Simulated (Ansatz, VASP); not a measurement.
# PtS2 in VASP and in Ansatz

```xyz
6
Lattice="3.5415 0.0000 0.0000 -1.7708 3.0671 0.0000 0.0000 0.0000 22.4671" Properties=species:S:1:pos:R:3 pbc="T T T"
S     1.7708    1.0224    4.5000
S     0.0000    2.0447    6.9835
S     2.3610    0.6816   10.1935
S     4.1318   -0.3408   12.6771
Pt    0.0000    0.0000    5.7418
Pt    4.1318    1.7039   11.4353
```

Alike in both runs: task single point; functional PBE; dispersion D3(BJ); k mesh 9 × 9 × 1; occupations gaussian, width 0.05 eV; no spin polarisation.

```csv
,VASP,Ansatz
version,VASP 6.6.1,Ansatz 0.2.0
potentials or method,"VASP PAW PBE potentials, release 64 (S, Pt), cutoff 520 eV","scalar-relativistic, plane waves, PAW"
valence electrons in the cell,44,60
```

```tsv
	VASP	Ansatz	Ansatz less VASP
gap on the k mesh at the Fermi level (eV)	1.35	1.34	-0.007
least direct gap on the mesh (eV)	1.46	1.46	-0.008
rms of the force components (eV/Å)	0.033	0.033	-0.0003
```

VASP's potentials hold 44 valence electrons a cell and Ansatz's 60, so a difference there can come from the potentials and not from the codes.

Spin-orbit coupling is off throughout.
